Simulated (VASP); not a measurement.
# SiNi3 (P4/mmm) in VASP: single point with PBE

Aim: the single point of SiNi3 with PBE.

All numbers are computed with VASP 6.6.1; they aren't measurements. Logs are shortened: lines on timing, memory, paths and dates and some standing lists are left out, and cuts for length are marked.

## 1. The cell of the first run

The structure is tetragonal, space group P4/mmm (No. 123). The conventional cell has a = 3.664 Å, b = 3.664 Å, c = 3.335 Å, α = 90.00°, β = 90.00°, γ = 90.00°. Si (site symmetry 4/mmm) has 12 Ni at 2.48 to 2.59 Å and 2 Si at 3.34 Å within 3.4 Å. Ni (site symmetry mmm) has 4 Si at 2.48 Å and 10 Ni at 2.48 to 3.34 Å within 3.4 Å. Ni (site symmetry 4/mmm) has 10 Ni at 2.48 to 3.34 Å and 4 Si at 2.59 Å within 3.4 Å.

## 2. Single point, PBE (biaxial strain in the a-b plane: +4.5 %, then relaxed in part)

Contents of INCAR:

```
PREC = Accurate
ENCUT = 520
EDIFF = 1E-6
ISMEAR = 0
SIGMA = 0.1
LREAL = False
LASPH = True
NELM = 100
ALGO = Fast
ISIF = 2
LWAVE = False
LCHARG = False
GGA = PE
NBANDS = 25
```

Contents of KPOINTS:

```
regular mesh
0
Gamma
  14 14 14
```

Contents of POSCAR:

```
SiNi3
1.0
    3.6640413324      0.0000000000      0.0000000000
    0.0000000000      3.6640413324      0.0000000000
    0.0000000000      0.0000000000      3.3354042385
Si Ni
1 3
Direct
    0.0000000000      0.0000000000      0.0000000000
    0.0000000000      0.5000000000      0.5000000000
    0.5000000000      0.0000000000      0.5000000000
    0.5000000000      0.5000000000      0.0000000000
```

Potentials or basis: VASP PAW PBE potentials, release 64 (Si, Ni).

Run with:

```bash
cat potpaw_PBE.64/Si/POTCAR potpaw_PBE.64/Ni/POTCAR > POTCAR
mpirun -np 1 vasp_std > vasp.out
```

OUTCAR:

```text
PREC = Accurate
   ENCUT = 520
   EDIFF = 1E-6
   ISMEAR = 0
   LREAL = False
   LASPH = True
   NELM = 100
   ISIF = 2
   GGA = PE

 ion  position               nearest neighbor table
   1  0.000  0.000  0.000-   2 2.48   3 2.48   2 2.48   3 2.48   2 2.48   2 2.48   3 2.48   3 2.48
                             4 2.59   4 2.59   4 2.59   4 2.59
   2  0.000  0.500  0.500-   1 2.48   4 2.48   1 2.48   4 2.48   1 2.48   1 2.48   4 2.48   4 2.48
                             3 2.59   3 2.59   3 2.59   3 2.59
   3  0.500  0.000  0.500-   1 2.48   4 2.48   1 2.48   4 2.48   4 2.48   4 2.48   1 2.48   1 2.48
                             2 2.59   2 2.59   2 2.59   2 2.59
   4  0.500  0.500  0.000-   2 2.48   3 2.48   2 2.48   3 2.48   3 2.48   3 2.48   2 2.48   2 2.48
                             1 2.59   1 2.59   1 2.59   1 2.59

  LATTYP: Found a simple tetragonal cell.
 ALAT       =     3.6640413324
 C/A-ratio  =     0.9103074818

  Lattice vectors:

 A1 = (   3.6640413324,   0.0000000000,   0.0000000000)
 A2 = (   0.0000000000,   3.6640413324,   0.0000000000)
 A3 = (   0.0000000000,   0.0000000000,   3.3354042385)

Analysis of symmetry for initial positions (statically):
=====================================================================
 Subroutine PRICEL returns:
 Original cell was already a primitive cell.

 Routine SETGRP: Setting up the symmetry group for a
 simple tetragonal supercell.

 Subroutine GETGRP returns: Found 16 space group operations
 (whereof 16 operations were pure point group operations)
 out of a pool of 16 trial point group operations.

The static configuration has the point symmetry D_4h.

Analysis of symmetry for dynamics (positions and initial velocities):
=====================================================================
 Subroutine PRICEL returns:
 Original cell was already a primitive cell.

 Routine SETGRP: Setting up the symmetry group for a
 simple tetragonal supercell.

 Subroutine GETGRP returns: Found 16 space group operations
 (whereof 16 operations were pure point group operations)
 out of a pool of 16 trial point group operations.

The dynamic configuration has the point symmetry D_4h.

 Subroutine INISYM returns: Found 16 space group operations
 (whereof 16 operations are pure point group operations),
 and found     1 'primitive' translations

----------------------------------------------------------------------------------------

                                     Primitive cell

  volume of cell :      44.7785

  direct lattice vectors                    reciprocal lattice vectors
[... 95 lines left out ...]
   IBRION =     -1    ionic relax: 0-MD 1-quasi-New 2-CG
   NFREE  =      0    steps in history (QN), initial steepest desc. (CG)
   ISIF   =      2    stress and relaxation
   ISYM   =      2    0-nonsym 1-usesym 2-fastsym
   POTIM  = 0.5000    time-step for ionic-motion
   TEBEG  =    0.0;   TEEND  =   0.0 temperature during run
   PSTRESS=    0.0 pullay stress
   NELECT =      34.0000    total number of electrons
   NUPDOWN=      -1.0000    fix difference up-down
   EMIN   =  10.00;   EMAX   =-10.00  energy-range for DOS
   EFERMI =   0.00;   METHOD = LEGACY
   ISMEAR =     0;   SIGMA  =   0.10  broadening in eV -4-tet -1-fermi 0-gaus
   EFERMI_NEDOS =   21; number of points for ismear=-14 and -15
   IALGO  =     68    algorithm
   IMIX   =      4    mixing-type and parameters
     AMIX     =   0.40;   BMIX     =  1.00
     AMIX_MAG =   1.60;   BMIX_MAG =  1.00
  volume/ion in A,a.u.               =      11.19        75.54
  Fermi-wavevector in a.u.,A,eV,Ry     =   1.493521  2.822346 30.349233  2.230606
  Thomas-Fermi vector in A             =   2.605911
   LORBIT       =      0    0 simple, 1 ext, 2 COOP (PROOUT), +10 PAW based schemes
   GGA     = PE    functional components
   LHFCALC =     F    Hartree Fock is set to
   AEXX    =    0.0000 exact exchange contribution
   IVDW    =     0    specifies the selected vdW correction
   LEPSILON=     F    determine dielectric tensor
   LRPA    =     F    only Hartree local field effects (RPA)
 non-spin polarized calculation
 RMM-DIIS sequential band-by-band and
 Gauss-broadening in eV      SIGMA  =   0.10
  energy-cutoff  :      520.00
  volume of cell :       44.78
 maximum number of plane-waves:      1228
 NGX is ok and might be reduce to    28
   NGX = 13   NGY = 13   NGZ = 13

 number of electron      34.0000012 magnetization

 Free energy of the ion-electron system (eV)
  ---------------------------------------------------
  ext. energy  EPLUGINS =         0.00000000
  ---------------------------------------------------
  free energy    TOTEN  =       -23.54893883 eV

  energy without entropy =      -23.54050156  energy(sigma->0) =      -23.54472019

 E-fermi :  10.1261     XC(G=0): -12.8882

 val. band max:       10.1217163530   @ k =   0.5000   0.4286   0.2857
 cond. band min:      10.1262503743   @ k =   0.4286   0.4286   0.2857
 fundamental gap:      0.0045340213
 Fermi energy:        10.1260587226

 k-point     1 :       0.0000    0.0000    0.0000
  band No.  band energies     occupation
      1      -1.5491      2.00000
      2       5.4358      2.00000
      3       6.2251      2.00000
      4       6.3294      2.00000
      5       6.6876      2.00000
      6       6.8517      2.00000
[... 661 lines left out ...]
     24      19.4993      0.00000
     25      20.9104      0.00000

 [... further k-points ...]

------------------------ aborting loop because EDIFF is reached ----------------------------------------

  FORCE on cell =-STRESS in cart. coord.  units (eV):
  Direction    XX          YY          ZZ          XY          YZ          ZX
  --------------------------------------------------------------------------------------
  -------------------------------------------------------------------------------------
  Total       -2.8405415     -2.8405415     -0.0332953      0.0000000      0.0000000     -0.0000000
  in kB     -101.6348174   -101.6348174     -1.1913098      0.0000000      0.0000000     -0.0000000
  external PRESSURE =     -68.1536482 kB  Pullay stress =       0.0000000 kB

 VOLUME and BASIS-vectors are now :
 -----------------------------------------------------------------------------
  energy-cutoff  :      520.00
  volume of cell :       44.78
      direct lattice vectors                 reciprocal lattice vectors
     3.664041332  0.000000000  0.000000000     0.272922685  0.000000000  0.000000000
     0.000000000  3.664041332  0.000000000     0.000000000  0.272922685  0.000000000
     0.000000000  0.000000000  3.335404238     0.000000000  0.000000000  0.299813734

 POSITION                                       TOTAL-FORCE (eV/Angst)
 -----------------------------------------------------------------------------------
      0.00000      0.00000      0.00000         0.000000      0.000000      0.000000
      0.00000      1.83202      1.66770         0.000000      0.000000      0.000000
      1.83202      0.00000      1.66770         0.000000      0.000000      0.000000
      1.83202      1.83202      0.00000         0.000000      0.000000      0.000000
 -----------------------------------------------------------------------------------
    total drift:                                0.000000      0.000000      0.000000

  FREE ENERGIE OF THE ION-ELECTRON SYSTEM (eV)
  ---------------------------------------------------
  free  energy   TOTEN  =       -23.5489388260 eV

  energy  without entropy=      -23.5405015557  energy(sigma->0) =      -23.54472019
```

stdout:

```text
POSCAR found type information on POSCAR SiNi
 POSCAR found :  2 types and       4 ions
 scaLAPACK will be used
 LDA part: xc-table for (Slater+PW92), standard interpolation
 POSCAR, INCAR and KPOINTS ok, starting setup
 FFT: planning ... GRIDC
 FFT: planning ... GRID_SOFT
 FFT: planning ... GRID
 WAVECAR not read
 entering main loop
WARNING in EDDRMM: call to ZHEGV failed, returncode =   8  4     25
```

Run time: 2.7 min. Hardware: 1 thread of Intel Xeon 6975P-C (Granite Rapids), shared host; peak memory 0.35 GiB.

Results:

```yaml
Free_energy: -23.5489 eV
Pressure: -6.8 GPa
Band_gap_on_the_k_mesh: zero (bands 17 and 18 overlap by 0.42 eV)
```

Levels at points of the mesh, in eV from the Fermi level:
```
           k point  band 15  band 16  band 17  band 18  band 19  band 20
(0.00, 0.00, 0.00)    -0.32    -0.25     0.12     0.12     0.38     4.17
(0.50, 0.00, 0.00)    -1.09    -0.48     0.12     2.75     3.96     4.56
(0.50, 0.50, 0.00)    -1.23    -1.05    -0.98     0.36     0.36     5.80
(0.00, 0.00, 0.50)    -0.94    -0.77    -0.25     3.69     3.69     4.48
(0.50, 0.00, 0.50)    -0.99    -0.98    -0.85     0.67     0.70     5.16
(0.50, 0.50, 0.50)    -0.98    -0.31    -0.30    -0.30    -0.07     1.04
```

Caveat: the cell differs from its parent crystal (biaxial strain in the a-b plane: +4.5 %, then relaxed in part); the stress differs along the axes, from -10 to -0 GPa. Spin polarisation is off, so any magnetic state and its effect on volume and gap are missing.
